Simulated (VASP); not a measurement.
# Si: single point with PBE

Si:

```
Si
1.0
     0.00000    2.73493    2.73493
     2.73493    0.00000    2.73493
     2.73493    2.73493    0.00000
Si
2
Direct
  0.00000 0.00000 0.00000
  0.25000 0.25000 0.25000
```

| Property | Result |
| --- | --- |
| Program | VASP 6.6.1 |
| Task | single point |
| Functional | PBE |
| Potentials or basis | VASP PAW PBE potentials, release 64 (Si) |
| Cutoff | 500 eV |
| k mesh | 8 × 8 × 8 |
| Occupations | gaussian, width 0.05 eV |
| Spin | no spin polarisation |

```json
{"Pressure": "-0.1 GPa", "Band gap on the k mesh": "0.65 eV (least direct gap 2.56 eV)"}
```

Levels at points of the mesh, in eV from the valence-band top:
```tsv
k point	band 1	band 2	band 3	band 4	band 5	band 6	band 7	band 8	band 9
(0.00, 0.00, 0.00)	-11.81	0.00	0.00	0.00	2.56	2.56	2.56	3.13	7.71
(0.50, 0.00, 0.00)	-9.53	-6.87	-1.18	-1.18	1.46	3.35	3.35	7.70	10.49
(0.50, 0.50, 0.00)	-7.74	-7.74	-2.79	-2.79	0.75	0.75	9.93	9.93	10.91
```

Run time: 17 s on 1 thread of Intel Xeon 8259CL, with other jobs on the host, peak memory 0.15 GiB.

Caveat: semilocal functionals underestimate gaps, and a narrow one can read as zero. A k mesh can miss the band edges.
